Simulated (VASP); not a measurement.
Li16Al8Cu (a cell with a defect): relaxation of the atoms with PBEsol

Li16Al8Cu (a cell with a defect):

```
CELL_PARAMETERS angstrom
2.29229 4.83324 4.43090
2.29229 -4.83324 4.43090
9.16916 0.00000 0.00000
ATOMIC_POSITIONS crystal
Li 0.38361 0.86639 0.18750
Li 0.11639 0.63361 0.06250
Li 0.03514 0.21486 0.18750
Li 0.46486 0.28514 0.06250
Li 0.38361 0.86639 0.68750
Li 0.11639 0.63361 0.56250
Li 0.03514 0.21486 0.68750
Li 0.46486 0.28514 0.56250
Li 0.88361 0.36639 0.43750
Li 0.61639 0.13361 0.31250
Li 0.53514 0.71486 0.43750
Li 0.96486 0.78514 0.31250
Li 0.88361 0.36639 0.93750
Li 0.61639 0.13361 0.81250
Li 0.53514 0.71486 0.93750
Li 0.96486 0.78514 0.81250
Al 0.69998 0.55002 0.18750
Al 0.80002 0.94998 0.06250
Al 0.69998 0.55002 0.68750
Al 0.80002 0.94998 0.56250
Al 0.19998 0.05002 0.43750
Al 0.30002 0.44998 0.31250
Al 0.19998 0.05002 0.93750
Al 0.30002 0.44998 0.81250
Cu 0.08166 0.56198 0.27409
```

```yaml
Program: VASP 6.6.1
Task: relaxation of the atoms
Functional: PBEsol
Potentials_or_basis: VASP PAW PBE potentials, release 64 (Li_sv, Al, Cu)
Cutoff: 520 eV
k_mesh: 3 × 3 × 2
Occupations: fermi-dirac, width 0.15 eV
Spin: no spin polarisation
Dipole_correction: no
Further_INCAR_settings: LREAL = Auto; ALGO = Normal; EDIFF = 1e-06; IBRION = 2; EDIFFG = -0.08; NSW = 45
```

```json
{"Energy gained by relaxing": "184.7 meV/atom", "Ionic steps": "22", "Largest force after relaxing": "0.074 eV/Å", "Band gap on the k mesh": "zero (an odd number of electrons rules out a gap without spin polarisation)"}
```

Forces in eV/Å, atoms in the order of the input:
```
Li   0.025 -0.015 -0.004
Li  -0.033  0.010 -0.066
Li   0.009  0.021  0.007
Li   0.001 -0.024  0.019
Li  -0.008 -0.016  0.038
Li   0.043  0.021  0.038
Li   0.008  0.029  0.002
Li  -0.015 -0.047  0.048
Li  -0.028 -0.008  0.018
Li   0.012 -0.004  0.012
Li   0.024 -0.031  0.043
Li   0.041 -0.003 -0.023
Li  -0.004  0.029 -0.006
Li   0.020  0.009  0.010
Li  -0.040 -0.048 -0.012
Li   0.059 -0.001 -0.045
Al  -0.021  0.026 -0.003
Al   0.019  0.031 -0.003
Al  -0.030 -0.036  0.014
Al   0.017  0.022 -0.047
Al   0.000  0.001 -0.028
Al  -0.030 -0.067  0.003
Al  -0.003  0.055 -0.010
Al  -0.010  0.064  0.014
Cu  -0.058 -0.020 -0.021
```

Step by step:
| step | energy change (eV) | largest force (eV/Å) | pressure (GPa) |
| --- | --- | --- | --- |
| 1 | 0.0000 | 10.9870 | 4.92 |
| 2 | -2.6760 | 3.3393 | 2.36 |
| 3 | -2.7707 | 3.5809 | 2.41 |
| 4 | -2.7896 | 3.5047 | 2.34 |
| 5 | -3.9016 | 1.3278 | 1.57 |
| 6 | -4.1045 | 0.9649 | 1.30 |
| 7 | -4.1343 | 0.9502 | 1.32 |
| 8 | -4.2844 | 0.5010 | 1.22 |
| 9 | -4.3593 | 0.5824 | 1.20 |
| 10 | -4.4172 | 0.2566 | 1.13 |
| 11 | -4.4319 | 0.3546 | 1.11 |
| 12 | -4.4659 | 0.2409 | 1.10 |
| 13 | -4.4957 | 0.2990 | 1.11 |
| 14 | -4.5173 | 0.1962 | 1.08 |
| 15 | -4.5278 | 0.2685 | 1.06 |
| 16 | -4.5470 | 0.1830 | 1.03 |
| 17 | -4.5554 | 0.2435 | 0.99 |
| 18 | -4.5683 | 0.1484 | 0.97 |
| 19 | -4.5764 | 0.1933 | 0.96 |
| 20 | -4.5928 | 0.1231 | 0.91 |
| 21 | -4.6028 | 0.1731 | 0.87 |
| 22 | -4.6185 | 0.0742 | 0.84 |

Final structure:
```xyz
25
Lattice="2.2923 4.8332 4.4309 2.2923 -4.8332 4.4309 9.1692 0.0000 0.0000" Properties=species:S:1:pos:R:3 pbc="T T T"
Li    4.7042   -2.3107    5.4826
Li   10.8053   -2.4684    3.5689
Li    2.4309   -1.0493    1.4854
Li    2.2442    0.9058    3.2852
Li    9.0550   -2.2527    5.4665
Li    6.6780   -2.5182    3.2466
Li    6.9960   -0.7557    1.0198
Li    6.8994    1.0278    3.1438
Li    7.0885    2.5298    5.4124
Li    4.5719    2.3555    3.2543
Li    6.8823   -0.6343    5.4579
Li    7.0357    0.1897    8.1564
Li   11.4984    2.5528    5.4847
Li    9.1990    2.3467    3.2734
Li   11.6488   -0.8163    5.5067
Li   11.2663    0.8481    7.6634
Al    4.6689    0.9551    5.6463
Al    4.5076   -0.6875    7.7076
Al    9.3125    0.7319    5.4799
Al    9.3089   -0.8434    7.6779
Al    4.6138    0.7253    1.0315
Al    4.6810   -0.5276    3.3582
Al    9.3637    0.7701    1.0446
Al    8.9803   -0.6584    3.2541
Cu    3.7620   -2.7374    3.0852
```

Levels at points of the mesh, in eV from the Fermi level:
| k point | band 38 | band 39 | band 40 | band 41 | band 42 | band 43 | band 44 | band 45 |
| --- | --- | --- | --- | --- | --- | --- | --- | --- |
| (0.00, 0.00, 0.00) | -0.57 | -0.48 | -0.43 | -0.33 | -0.18 | 0.25 | 0.30 | 0.62 |
| (0.00, 0.00, 0.50) | -1.50 | -1.33 | -0.56 | -0.50 | -0.36 | -0.29 | -0.18 | -0.09 |

It took 30 min on 2 MPI ranks on Intel(R) Xeon(R) Platinum 8559C (Emerald Rapids) (shared host), peak memory 0.57 GiB a rank.

Caveat: the k points lie up to 0.39 Å⁻¹ apart, too coarse for converged energies and pressures of a metal; the cutoff is under 1.25 times the usual one of these potentials, so pressure, stress and relaxed cells hold a basis-set (Pulay) error; the PAW data sets were made with another functional, which shifts forces and pressure a little; the relaxation stopped at a loose force limit of 0.08 eV/Å, so its end isn't a converged minimum.
